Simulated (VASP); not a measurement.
Here is a VASP 6.6.1 calculation.

INCAR

```
SYSTEM = Hf4F
PREC = Accurate
ENCUT = 640
EDIFF = 1E-6
ISMEAR = 0
SIGMA = 0.1
LREAL = .False.
LASPH = .True.
NELM = 300
ALGO = Normal
ISIF = 2
LWAVE = .False.
LCHARG = .True.
LDIPOL = .True.
IDIPOL = 3
DIPOL = 0.5 0.5 0.382
GGA = PE
LVHAR = .True.
LVACPOTAV = .True.
NBANDS = 32
GGA_COMPAT = .False.
NELMDL = -8
AMIX = 0.1
BMIX = 1E-4
AMIX_MAG = 0.4
BMIX_MAG = 1E-4
KPAR = 4
```

Contents of KPOINTS:

```
regular mesh
0
Gamma
  9 9 1
  0 0 0
```

Contents of POSCAR:

```
Hf4F
1.0
    3.2048170381      0.0000000000      0.0000000000
   -1.6024085190      2.7754529695      0.0000000000
    0.0000000000      0.0000000000     24.5281466259
Hf F
4 1
Direct
    0.6666666667      0.3333333333      0.1630779553
    0.3333333333      0.6666666667      0.2663815885
    0.6666666667      0.3333333333      0.3732987945
    0.3333333333      0.6666666667      0.4699966451
    0.4444444444      0.5555555556      0.6359284647
```

Potentials or basis: VASP PAW PBE potentials, release 64 (Hf_pv, F).

The run is started by

```console
$ cat potpaw_PBE.64/Hf_pv/POTCAR potpaw_PBE.64/F/POTCAR > POTCAR
$ mpirun -np 4 vasp_std > vasp.out
```

Q: Estimate the band gap on the k mesh.

A: Zero (an odd number of electrons rules out a gap without spin polarisation).

Q: Predict the largest force.

A: 0.738 eV/Å.

Forces in eV/Å, atoms in the order of the input:
```
Hf   0.000  0.000  0.735
Hf   0.000  0.000 -0.738
Hf  -0.001  0.001  0.041
Hf  -0.003  0.002  0.512
F    0.004 -0.002 -0.550
```

Caveat: spin-orbit coupling is left out, which moves the levels of the heavy elements.
